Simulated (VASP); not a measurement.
A run of VASP 6.6.1 is set up as follows.

Contents of INCAR:

```
  ALGO = Normal
  EDIFF = 1E-6
  ENCUT = 600
  GGA = PS
  GGA_COMPAT = False
  ISIF = 2
  ISMEAR = 0
  LASPH = True
  LCHARG = False
  LREAL = False
  LWAVE = False
  NBANDS = 29
  NELM = 120
  PREC = Accurate
  SIGMA = 0.02
```

File KPOINTS:

```
k-points
0
Gamma
  6 6 8
```

File POSCAR:

```
FeS2
1.0
    4.3674117449      0.0000000000      0.0000000000
    0.0000000000      5.3331402397      0.0000000000
    0.0000000000      0.0000000000      3.4447528609
Fe S
2 4
Direct
    0.5000000000      0.5000000000      0.5000000000
    0.0000000000      0.0000000000      0.0000000000
    0.2901763023      0.8745618157      0.5000000000
    0.7098236977      0.1254381843      0.5000000000
    0.2098236977      0.3745618157      0.0000000000
    0.7901763023      0.6254381843      0.0000000000
```

Potentials or basis: VASP PAW PBE potentials, release 64 (Fe, S).

Launch:

```console
$ cat potpaw_PBE.64/Fe/POTCAR potpaw_PBE.64/S/POTCAR > POTCAR
$ mpirun -np 1 vasp_std > vasp.out
```

Task: Predict the band gap on the k mesh.

Result: 0.91 eV (least direct gap 1.25 eV).

Task: What does it give for the largest force?

Result: 0.049 eV/Å.

Task: Estimate the pressure.

Result: -4.3 GPa.

Forces on the atoms (eV/Å):
```
Fe   0.000  0.000  0.000
Fe   0.000  0.000  0.000
S    0.041  0.026  0.000
S   -0.041 -0.026  0.000
S   -0.041  0.026  0.000
S    0.041 -0.026  0.000
```

Caveat: the stress differs along the axes, from -9 to -1 GPa; the PAW data sets were made with another functional, which shifts forces and pressure a little. Spin polarisation is off, so any magnetic state and its effect on volume and gap are missing.
